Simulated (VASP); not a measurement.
# W (I4/mmm) in VASP: notebook, part 2 of 2

VASP 6.6.1. Earlier steps stand in the parts before.

### 4 Single point, PBE (strain +0.0750 x Voigt [0, 1, 0, 0, 0, 0])

File INCAR:

```
SYSTEM = W
PREC = Accurate
ENCUT = 500
EDIFF = 1E-6
ISMEAR = 0
SIGMA = 0.15
LREAL = .FALSE.
LASPH = .TRUE.
NELM = 120
ALGO = Normal
ISIF = 2
LWAVE = .FALSE.
LCHARG = .FALSE.
GGA = PE
NBANDS = 13
GGA_COMPAT = .FALSE.
```

File KPOINTS:

```
Automatic mesh
0
G
  26 26 26
  0 0 0
```

File POSCAR:

```
W
1.0
   -1.5917793224      1.7111627716      1.5917793224
    1.5917793224     -1.7111627716      1.5917793224
    1.5917793224      1.7111627716     -1.5917793224
W
1
Direct
    0.0000000000      0.0000000000      0.0000000000
```

Potentials or basis: VASP PAW PBE potentials, release 64 (W_sv).

Command:

```sh
$ cat potpaw_PBE.64/W_sv/POTCAR > POTCAR
$ mpirun -np 1 vasp_std > vasp.out
```

OUTCAR:

```text
SYSTEM = W
   PREC = Accurate
   ENCUT = 500
   EDIFF = 1E-6
   ISMEAR = 0
   LREAL = .FALSE.
   LASPH = .TRUE.
   NELM = 120
   ISIF = 2
   GGA = PE

 ion  position               nearest neighbor table
   1  0.000  0.000  0.000-

  LATTYP: Found a body centered tetragonal cell.
 ALAT       =     3.1835586448
 C/A-ratio  =     1.0750000000

  Lattice vectors:

 A1 = (  -1.5917793224,  -1.7111627716,   1.5917793224)
 A2 = (   1.5917793224,  -1.7111627716,  -1.5917793224)
 A3 = (   1.5917793224,   1.7111627716,   1.5917793224)

Analysis of symmetry for initial positions (statically):
=====================================================================
 Subroutine PRICEL returns:
 Original cell was already a primitive cell.

 Routine SETGRP: Setting up the symmetry group for a
 body centered tetragonal supercell.

 Subroutine GETGRP returns: Found 16 space group operations
 (whereof 16 operations were pure point group operations)
 out of a pool of 16 trial point group operations.

The static configuration has the point symmetry D_4h.

Analysis of symmetry for dynamics (positions and initial velocities):
=====================================================================
 Subroutine PRICEL returns:
 Original cell was already a primitive cell.

 Routine SETGRP: Setting up the symmetry group for a
 body centered tetragonal supercell.

 Subroutine GETGRP returns: Found 16 space group operations
 (whereof 16 operations were pure point group operations)
 out of a pool of 16 trial point group operations.

The dynamic configuration has the point symmetry D_4h.

 Subroutine INISYM returns: Found 16 space group operations
 (whereof 16 operations are pure point group operations),
 and found     1 'primitive' translations

----------------------------------------------------------------------------------------

                                     Primitive cell

  volume of cell :      17.3427

  direct lattice vectors                    reciprocal lattice vectors
    -1.591779322  1.711162772  1.591779322     0.000000000  0.292198970  0.314113893
     1.591779322 -1.711162772  1.591779322     0.314113893  0.000000000  0.314113893
     1.591779322  1.711162772 -1.591779322     0.314113893  0.292198970  0.000000000

  length of vectors
     2.827649351  2.827649351  2.827649351     0.429007898  0.444224128  0.429007898

  position of ions in fractional coordinates (direct lattice)
     0.000000000  0.000000000  0.000000000

  ion indices of the primitive-cell ions
   primitive index   ion index
                 1           1

----------------------------------------------------------------------------------------

 KPOINTS: Automatic mesh

Automatic generation of k-mesh.
 Grid dimensions read from file:
 generate k-points for:   26   26   26

 Generating k-lattice:

  Cartesian coordinates                     Fractional coordinates (reciprocal lattice)
     0.000000000  0.011238422  0.012081304     0.038461538  0.000000000  0.000000000
     0.012081304  0.000000000  0.012081304     0.000000000  0.038461538  0.000000000
     0.012081304  0.011238422  0.000000000     0.000000000  0.000000000  0.038461538

  Length of vectors
     0.016500304  0.017085543  0.016500304

  Shift w.r.t. Gamma in fractional coordinates (k-lattice)
     0.000000000  0.000000000  0.000000000

 Subroutine IBZKPT returns following result:
 ===========================================

 Found   1330 irreducible k-points:

 Following reciprocal coordinates:
            Coordinates               Weight
  0.000000  0.000000  0.000000      1.000000
  0.038462  0.000000 -0.000000      8.000000
  0.076923  0.000000 -0.000000      8.000000
  0.115385  0.000000 -0.000000      8.000000
  0.153846  0.000000 -0.000000      8.000000
  0.192308 -0.000000  0.000000      8.000000
[... 16 lines left out ...]
  0.307692  0.038462 -0.000000     16.000000
  0.346154  0.038462  0.000000     16.000000
 [... further k-points ...]
   k-points           NKPTS =   1330   k-points in BZ     NKDIM =   1330   number of bands    NBANDS=     13
   number of dos      NEDOS =    301   number of ions     NIONS =      1
   total plane-waves  NPLWV =  13824
   dimension x,y,z NGX =    24 NGY =   24 NGZ =   24
   dimension x,y,z NGXF=    48 NGYF=   48 NGZF=   48
   ions per type =               1
   NGX,Y,Z   is equivalent  to a cutoff of  14.11, 14.11, 14.11 a.u.
   NGXF,Y,Z  is equivalent  to a cutoff of  28.22, 28.22, 28.22 a.u.
 SYSTEM =  W
   PREC   = accura    normal or accurate (medium, high low for compatibility)
   ISTART =      0    job   : 0-new  1-cont  2-samecut
   ICHARG =      2    charge: 1-file 2-atom 10-const
   ISPIN  =      1    spin polarized calculation?
   LNONCOLLINEAR =      F non collinear calculations
   LSORBIT =      F    spin-orbit coupling
   LASPH  =      T    aspherical Exc in radial PAW
   ENCUT  =  500.0 eV  36.75 Ry    6.06 a.u.   5.16  5.16  5.16*2*pi/ulx,y,z
   NELM   =    120;   NELMIN=  2; NELMDL= -5     # of ELM steps
   EDIFF  = 0.1E-05   stopping-criterion for ELM
   LREAL  =      F    real-space projection
   EDIFFG = 0.1E-04   stopping-criterion for IOM
   NSW    =      0    number of steps for IOM
   IBRION =     -1    ionic relax: 0-MD 1-quasi-New 2-CG
   NFREE  =      0    steps in history (QN), initial steepest desc. (CG)
   ISIF   =      2    stress and relaxation
   ISYM   =      2    0-nonsym 1-usesym 2-fastsym
   POTIM  = 0.5000    time-step for ionic-motion
   TEBEG  =    0.0;   TEEND  =   0.0 temperature during run
   PSTRESS=    0.0 pullay stress
   NELECT =      14.0000    total number of electrons
   NUPDOWN=      -1.0000    fix difference up-down
   EMIN   =  10.00;   EMAX   =-10.00  energy-range for DOS
   EFERMI =   0.00;   METHOD = LEGACY
   ISMEAR =     0;   SIGMA  =   0.15  broadening in eV -4-tet -1-fermi 0-gaus
   EFERMI_NEDOS =   21; number of points for ismear=-14 and -15
   IALGO  =     38    algorithm
   IMIX   =      4    mixing-type and parameters
     AMIX     =   0.40;   BMIX     =  1.00
     AMIX_MAG =   1.60;   BMIX_MAG =  1.00
  volume/ion in A,a.u.               =      17.34       117.03
  Fermi-wavevector in a.u.,A,eV,Ry     =   1.524328  2.880563 31.614179  2.323577
  Thomas-Fermi vector in A             =   2.632650
   LORBIT       =      0    0 simple, 1 ext, 2 COOP (PROOUT), +10 PAW based schemes
   GGA     = PE    functional components
   LHFCALC =     F    Hartree Fock is set to
   AEXX    =    0.0000 exact exchange contribution
   IVDW    =     0    specifies the selected vdW correction
   LEPSILON=     F    determine dielectric tensor
   LRPA    =     F    only Hartree local field effects (RPA)
 non-spin polarized calculation
 Gauss-broadening in eV      SIGMA  =   0.15
  energy-cutoff  :      500.00
  volume of cell :       17.34
 maximum number of plane-waves:       454
 NGX is ok and might be reduce to    24
   NGX = 11   NGY = 11   NGZ = 11

 number of electron      14.0000002 magnetization

 Free energy of the ion-electron system (eV)
  ---------------------------------------------------
  ext. energy  EPLUGINS =         0.00000000
  ---------------------------------------------------
  free energy    TOTEN  =       -12.83916017 eV

  energy without entropy =      -12.83360554  energy(sigma->0) =      -12.83638286

 E-fermi :  10.1727     XC(G=0): -13.1383

 val. band max:       10.1677151229   @ k =   0.2692  -0.2692   0.1538
 cond. band min:      10.1735115916   @ k =   0.4615  -0.4231   0.2692
 fundamental gap:      0.0057964688
 Fermi energy:        10.1727189588

 k-point     1 :       0.0000    0.0000    0.0000
  band No.  band energies     occupation
      1     -64.1247      2.00000
      2     -27.8130      2.00000
      3     -27.7941      2.00000
      4     -27.7941      2.00000
      5       1.0539      2.00000
      6       8.8766      2.00000
      7       8.8766      2.00000
      8       9.6837      2.00000
      9      11.6442      0.00000
     10      12.6973      0.00000
     11      23.7104      0.00000
     12      24.9685      0.00000
     13      24.9685      0.00000
[... 353 lines left out ...]
 k-point    24 :       0.3462    0.0385    0.0000
  band No.  band energies     occupation
      1     -64.0511      2.00000
      2     -28.6078      2.00000
      3     -28.0395      2.00000
      4     -27.8092      2.00000
      5       4.3516      2.00000
      6       7.6173      2.00000
      7       8.9516      2.00000
      8      11.5099      0.00000
      9      12.8888      0.00000
     10      13.8897      0.00000
     11      21.7006      0.00000
     12      22.7211      0.00000
     13      28.7270      0.00000

 [... further k-points ...]
[... 5 lines left out ...]
  --------------------------------------------------------------------------------------
  -------------------------------------------------------------------------------------
  Total       -1.3216590     -3.1554878     -1.3216590     -0.0000000      0.0000000      0.0000000
  in kB     -122.0992453   -291.5144265   -122.0992453     -0.0000000      0.0000000      0.0000000
  external PRESSURE =    -178.5709724 kB  Pullay stress =       0.0000000 kB

 VOLUME and BASIS-vectors are now :
 -----------------------------------------------------------------------------
  energy-cutoff  :      500.00
  volume of cell :       17.34
      direct lattice vectors                 reciprocal lattice vectors
    -1.591779322  1.711162772  1.591779322     0.000000000  0.292198970  0.314113893
     1.591779322 -1.711162772  1.591779322     0.314113893  0.000000000  0.314113893
     1.591779322  1.711162772 -1.591779322     0.314113893  0.292198970  0.000000000

 POSITION                                       TOTAL-FORCE (eV/Angst)
 -----------------------------------------------------------------------------------
      0.00000      0.00000      0.00000         0.000000      0.000000      0.000000
 -----------------------------------------------------------------------------------
    total drift:                                0.000000      0.000000     -0.000000

  FREE ENERGIE OF THE ION-ELECTRON SYSTEM (eV)
  ---------------------------------------------------
  free  energy   TOTEN  =       -12.8391601741 eV

  energy  without entropy=      -12.8336055363  energy(sigma->0) =      -12.83638286
```

Run time: 4.3 min. Hardware: 1 thread of Intel Xeon 8259CL, shared host; peak memory 0.37 GiB.

What came out:

- Free energy: -12.8392 eV
- Pressure: -17.9 GPa
- Band gap on the k mesh: zero (bands 7 and 8 overlap by 5.17 eV)

Caveat: the cell differs from its parent crystal (strain +0.0750 x Voigt [0, 1, 0, 0, 0, 0]); the cell stands under tension; spin-orbit coupling is left out, which moves the levels of the heavy elements.

### 5 Overview

```tsv
cell	gap on the mesh (eV)	pressure (GPa)
a = 2.668 Å, angles 106.8, 115.1, 106.8°, 1 atom	none	42.9
a = 2.690 Å, angles 107.4, 113.6, 107.4°, 1 atom	none	29.8
a = 2.828 Å, angles 111.5, 105.5, 111.5°, 1 atom	none	-17.9
```

Alike in all rows: task single point; level PBE; potentials or basis VASP PAW PBE potentials, release 64 (W_sv); no spin polarisation; k mesh 26 × 26 × 26; cutoff (eV) 500; smearing gaussian 0.15 eV.

Caveats: spin-orbit coupling is left out, which moves the levels of the heavy elements; the cell stands under pressure (at least some runs); the cell stands under tension (at least some runs).

Absolute energies hang on the potentials; compare differences alone.
